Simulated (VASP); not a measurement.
# CaC2 (I4/mmm) in VASP: a series of runs

Runs on CaC2. Level: LDA. Tasks: single point.

Program: VASP 6.6.1. These are calculated values, not measurements. Logs are shortened: lines on timing, memory, paths and dates and some standing lists are left out, and cuts for length are marked.

## Step 1: The cell of the first run

Symmetry: I4/mmm, No. 139, tetragonal system. The conventional cell has a = 3.675 Å, b = 3.675 Å, c = 6.084 Å, α = 90.00°, β = 90.00°, γ = 90.00°. Within 3.2 Å of Ca (site symmetry 4/mmm) lie 10 C at 2.45 to 2.67 Å. Within 1.6 Å of C (site symmetry 4mm) lie 1 C at 1.19 Å.

## Step 2: Single point, LDA (strain -0.050 along x and y, -0.050 along z)

INCAR

```
SYSTEM = CaC2
ALGO = Normal ; EDIFF = 1E-6
ENCUT = 520 ; GGA = CA
ISIF = 2 ; ISMEAR = 0
LASPH = .TRUE. ; LCHARG = .FALSE.
LREAL = .FALSE. ; LWAVE = .FALSE.
NBANDS = 16 ; NELM = 100
PREC = Accurate ; SIGMA = 0.05
```

KPOINTS

```
k-points
0
G
  10 10 10
  0 0 0
```

POSCAR

```
CaC2
1.0
   -1.8375836694      1.8375836694      3.0420056804
    1.8375836694     -1.8375836694      3.0420056804
    1.8375836694      1.8375836694     -3.0420056804
Ca C
1 2
Direct
    0.0000000000      0.0000000000      0.0000000000
    0.5978927200      0.5978927200      0.0000000000
    0.4021072800      0.4021072800      0.0000000000
```

Potentials or basis: VASP PAW LDA potentials, release 64 (Ca_sv, C).

Launch:

```bash
cat potpaw_LDA.64/Ca_sv/POTCAR potpaw_LDA.64/C/POTCAR > POTCAR
mpirun -np 1 vasp_std > vasp.out
```

OUTCAR:

```text
SYSTEM = CaC2
   EDIFF = 1E-6
   ENCUT = 520
   GGA = CA
   ISIF = 2
   ISMEAR = 0
   LASPH = .TRUE.
   LREAL = .FALSE.
   NELM = 100
   PREC = Accurate

 ion  position               nearest neighbor table
   1  0.000  0.000  0.000-   2 2.45   3 2.45
   2  0.598  0.598  0.000-   3 1.19   1 2.45
   3  0.402  0.402  0.000-   2 1.19   1 2.45

  LATTYP: Found a body centered tetragonal cell.
 ALAT       =     3.6751673388
 C/A-ratio  =     1.6554379161

  Lattice vectors:

 A1 = (  -1.8375836694,   1.8375836694,   3.0420056804)
 A2 = (   1.8375836694,  -1.8375836694,   3.0420056804)
 A3 = (   1.8375836694,   1.8375836694,  -3.0420056804)

Analysis of symmetry for initial positions (statically):
=====================================================================
 Subroutine PRICEL returns:
 Original cell was already a primitive cell.

 Routine SETGRP: Setting up the symmetry group for a
 body centered tetragonal supercell.

 Subroutine GETGRP returns: Found 16 space group operations
 (whereof 16 operations were pure point group operations)
 out of a pool of 16 trial point group operations.

The static configuration has the point symmetry D_4h.

Analysis of symmetry for dynamics (positions and initial velocities):
=====================================================================
 Subroutine PRICEL returns:
 Original cell was already a primitive cell.

 Routine SETGRP: Setting up the symmetry group for a
 body centered tetragonal supercell.

 Subroutine GETGRP returns: Found 16 space group operations
 (whereof 16 operations were pure point group operations)
 out of a pool of 16 trial point group operations.

The dynamic configuration has the point symmetry D_4h.

 Subroutine INISYM returns: Found 16 space group operations
 (whereof 16 operations are pure point group operations),
 and found     1 'primitive' translations

----------------------------------------------------------------------------------------

                                     Primitive cell

  volume of cell :      41.0879

  direct lattice vectors                    reciprocal lattice vectors
    -1.837583669  1.837583669  3.042005680     0.000000000  0.272096454  0.164365242
[... 79 lines left out ...]
   PREC   = accura    normal or accurate (medium, high low for compatibility)
   ISTART =      0    job   : 0-new  1-cont  2-samecut
   ICHARG =      2    charge: 1-file 2-atom 10-const
   ISPIN  =      1    spin polarized calculation?
   LNONCOLLINEAR =      F non collinear calculations
   LSORBIT =      F    spin-orbit coupling
   LASPH  =      T    aspherical Exc in radial PAW
   ENCUT  =  520.0 eV  38.22 Ry    6.18 a.u.   7.44  7.44  7.44*2*pi/ulx,y,z
   NELM   =    100;   NELMIN=  2; NELMDL= -5     # of ELM steps
   EDIFF  = 0.1E-05   stopping-criterion for ELM
   LREAL  =      F    real-space projection
   EDIFFG = 0.1E-04   stopping-criterion for IOM
   NSW    =      0    number of steps for IOM
   IBRION =     -1    ionic relax: 0-MD 1-quasi-New 2-CG
   NFREE  =      0    steps in history (QN), initial steepest desc. (CG)
   ISIF   =      2    stress and relaxation
   ISYM   =      2    0-nonsym 1-usesym 2-fastsym
   POTIM  = 0.5000    time-step for ionic-motion
   TEBEG  =    0.0;   TEEND  =   0.0 temperature during run
   PSTRESS=    0.0 pullay stress
   NELECT =      18.0000    total number of electrons
   NUPDOWN=      -1.0000    fix difference up-down
   EMIN   =  10.00;   EMAX   =-10.00  energy-range for DOS
   EFERMI =   0.00;   METHOD = LEGACY
   ISMEAR =     0;   SIGMA  =   0.05  broadening in eV -4-tet -1-fermi 0-gaus
   EFERMI_NEDOS =   21; number of points for ismear=-14 and -15
   IALGO  =     38    algorithm
   IMIX   =      4    mixing-type and parameters
     AMIX     =   0.40;   BMIX     =  1.00
     AMIX_MAG =   1.60;   BMIX_MAG =  1.00
  volume/ion in A,a.u.               =      13.70        92.43
  Fermi-wavevector in a.u.,A,eV,Ry     =   1.243352  2.349595 21.033590  1.545925
  Thomas-Fermi vector in A             =   2.377667
   LORBIT       =      0    0 simple, 1 ext, 2 COOP (PROOUT), +10 PAW based schemes
   GGA     = CA    functional components
   LHFCALC =     F    Hartree Fock is set to
   AEXX    =    0.0000 exact exchange contribution
   IVDW    =     0    specifies the selected vdW correction
   LEPSILON=     F    determine dielectric tensor
   LRPA    =     F    only Hartree local field effects (RPA)
 non-spin polarized calculation
 Gauss-broadening in eV      SIGMA  =   0.05
  energy-cutoff  :      520.00
  volume of cell :       41.09
 maximum number of plane-waves:      1127
 NGX is ok and might be reduce to    30
   NGX = 15   NGY = 15   NGZ = 15

 number of electron      18.0000002 magnetization

 Free energy of the ion-electron system (eV)
  ---------------------------------------------------
  ext. energy  EPLUGINS =         0.00000000
  ---------------------------------------------------
  free energy    TOTEN  =       -21.96223598 eV

  energy without entropy =      -21.96223598  energy(sigma->0) =      -21.96223598

 E-fermi :   2.4550     XC(G=0): -10.4741

 val. band max:        2.1981921241   @ k =  -0.4000  -0.4000   0.4000
 cond. band min:       3.0046211975   @ k =   0.5000   0.5000   0.0000
 fundamental gap:      0.8064290734
 Fermi energy:         2.4550284264

 k-point     1 :       0.0000    0.0000    0.0000
  band No.  band energies     occupation
      1     -35.6935      2.00000
      2     -17.0244      2.00000
      3     -17.0244      2.00000
      4     -16.8959      2.00000
      5     -11.1737      2.00000
      6      -0.9386      2.00000
[... 433 lines left out ...]
      3     -17.1632      2.00000
      4     -16.9764      2.00000
      5     -10.6392      2.00000
      6      -1.6128      2.00000
[... 8 lines left out ...]
     15      11.0402      0.00000
     16      11.4615      0.00000

 [... further k-points ...]
[... 5 lines left out ...]
  --------------------------------------------------------------------------------------
  -------------------------------------------------------------------------------------
  Total        1.1642695      1.1642695      8.7669941      0.0000000     -0.0000000      0.0000000
  in kB       45.3993738     45.3993738    341.8590164      0.0000000     -0.0000000      0.0000000
  external PRESSURE =     144.2192547 kB  Pullay stress =       0.0000000 kB

 VOLUME and BASIS-vectors are now :
 -----------------------------------------------------------------------------
  energy-cutoff  :      520.00
  volume of cell :       41.09
      direct lattice vectors                 reciprocal lattice vectors
    -1.837583669  1.837583669  3.042005680     0.000000000  0.272096454  0.164365242
     1.837583669 -1.837583669  3.042005680     0.272096454  0.000000000  0.164365242
     1.837583669  1.837583669 -3.042005680     0.272096454  0.272096454  0.000000000

 POSITION                                       TOTAL-FORCE (eV/Angst)
 -----------------------------------------------------------------------------------
      0.00000      0.00000      0.00000         0.000000      0.000000     -0.000000
      0.00000      0.00000      3.63759        -0.000000     -0.000000      5.410557
      0.00000      0.00000      2.44643         0.000000      0.000000     -5.410557
 -----------------------------------------------------------------------------------
    total drift:                               -0.000000     -0.000000      0.000000

  FREE ENERGIE OF THE ION-ELECTRON SYSTEM (eV)
  ---------------------------------------------------
  free  energy   TOTEN  =       -21.9622359786 eV

  energy  without entropy=      -21.9622359786  energy(sigma->0) =      -21.96223598
```

OSZICAR:

```text
N       E                     dE             d eps       ncg     rms          rms(c)
DAV:   1     0.118421672884E+03    0.11842E+03   -0.90929E+03  3264   0.109E+03
DAV:   2    -0.195778873389E+02   -0.13800E+03   -0.13183E+03  4168   0.275E+02
DAV:   3    -0.251828869693E+02   -0.56050E+01   -0.55827E+01  4232   0.554E+01
DAV:   4    -0.254096766097E+02   -0.22679E+00   -0.22672E+00  5072   0.961E+00
DAV:   5    -0.254115946904E+02   -0.19181E-02   -0.19180E-02  4144   0.965E-01    0.101E+01
DAV:   6    -0.222542606552E+02    0.31573E+01   -0.62645E+00  3552   0.165E+01    0.471E+00
DAV:   7    -0.219811489088E+02    0.27311E+00   -0.18975E+00  4608   0.739E+00    0.196E+00
DAV:   8    -0.219738739274E+02    0.72750E-02   -0.27129E-01  4128   0.357E+00    0.554E-01
DAV:   9    -0.219619916997E+02    0.11882E-01   -0.45796E-02  4024   0.140E+00    0.125E-01
DAV:  10    -0.219622222909E+02   -0.23059E-03   -0.32851E-03  4736   0.399E-01    0.674E-02
DAV:  11    -0.219622541914E+02   -0.31901E-04   -0.16548E-04  4968   0.861E-02    0.423E-02
DAV:  12    -0.219622367261E+02    0.17465E-04   -0.62786E-05  4168   0.706E-02    0.116E-02
DAV:  13    -0.219622362356E+02    0.49048E-06   -0.16217E-05  4288   0.255E-02    0.528E-03
DAV:  14    -0.219622359786E+02    0.25702E-06   -0.15120E-06  3064   0.937E-03
   1 F= -.21962236E+02 E0= -.21962236E+02  d E =-.196000E-15
```

stdout:

```text
POSCAR found type information on POSCAR CaC
 POSCAR found :  2 types and       3 ions
 scaLAPACK will be used
 LDA part: xc-table for (Slater(with rela. corr.)+CA(PZ))
 , standard interpolation
 POSCAR, INCAR and KPOINTS ok, starting setup
 FFT: planning ... GRIDC
 FFT: planning ... GRID_SOFT
 FFT: planning ... GRID
 WAVECAR not read
 entering main loop
```

Run time: 84 s. Hardware: 1 thread of Intel Xeon Platinum 8259CL at 2.50GHz (Skylake/Cascade Lake), shared host; peak memory 0.19 GiB.

What came out:

```yaml
Free_energy: -21.9622 eV
Pressure: 14.4 GPa
Largest_force: 5.411 eV/Å
Band_gap_on_the_k_mesh: 0.81 eV, indirect (least direct gap 2.05 eV)
```

Forces in eV/Å, atoms in the order of the input:
```
Ca   0.000  0.000  0.000
C    0.000  0.000  5.411
C    0.000  0.000 -5.411
```

Caveat: the cell differs from its parent crystal (strain -0.050 along x and y, -0.050 along z); forces of over 1 eV/Å act on the atoms, so gaps and moduli don't describe the material at rest. A k mesh can miss the band edges.

## Step 3: Single point, LDA (strain -0.050 along x and y, -0.025 along z)

INCAR

```
PREC = Accurate
ENCUT = 520
EDIFF = 1E-6
ISMEAR = 0
SIGMA = 0.05
LREAL = False
LASPH = True
NELM = 80
ALGO = Normal
ISIF = 2
LWAVE = False
LCHARG = True
LELF = True
LVHAR = True
NBANDS = 16
```

KPOINTS

```
regular mesh
0
Gamma
  10 10 10
```

POSCAR

```
CaC2
1.0
   -1.8375836694      1.8375836694      3.1220584614
    1.8375836694     -1.8375836694      3.1220584614
    1.8375836694      1.8375836694     -3.1220584614
Ca C
1 2
Direct
    0.0000000000      0.0000000000      0.0000000000
    0.5978927200      0.5978927200      0.0000000000
    0.4021072800      0.4021072800      0.0000000000
```

Potentials or basis: VASP PAW LDA potentials, release 64 (Ca_sv, C).

Launch:

```bash
cat potpaw_LDA.64/Ca_sv/POTCAR potpaw_LDA.64/C/POTCAR > POTCAR
mpirun -np 1 vasp_std > vasp.out
```

Run time: 1.8 min. Hardware: 1 thread of Intel Xeon Platinum 8259CL at 2.50GHz (Skylake/Cascade Lake), shared host; peak memory 0.19 GiB.

It converged, with:

| Quantity | Value |
| --- | --- |
| Free energy | -22.1200 eV |
| Pressure | 7.2 GPa |
| Largest force | 2.467 eV/Å |
| Band gap on the k mesh | 0.72 eV, indirect (least direct gap 1.95 eV) |

Forces in eV/Å, atoms in the order of the input:
```
Ca   0.000  0.000  0.000
C    0.000  0.000  2.467
C    0.000  0.000 -2.467
```

Stress tensor (GPa, compression positive):
```
 4.22  0.00  0.00
 0.00  4.22  0.00
 0.00  0.00 13.12
```

Levels at points of the mesh, in eV from the valence-band top:
| k point | band 7 | band 8 | band 9 | band 10 | band 11 | band 12 |
| --- | --- | --- | --- | --- | --- | --- |
| (0.00, 0.00, 0.00) | -1.94 | -1.19 | -1.19 | 3.01 | 3.01 | 4.08 |
| (0.50, 0.00, 0.00) | -2.68 | -2.26 | -1.00 | 4.92 | 6.06 | 6.34 |
| (0.50, 0.50, 0.00) | -2.89 | -1.86 | -1.23 | 0.72 | 5.63 | 6.93 |
| (0.50, 0.50, 0.50) | -1.84 | -1.84 | -0.01 | 2.88 | 6.55 | 6.61 |

Caveat: the cell differs from its parent crystal (strain -0.050 along x and y, -0.025 along z); forces of over 1 eV/Å act on the atoms, so gaps and moduli don't describe the material at rest.
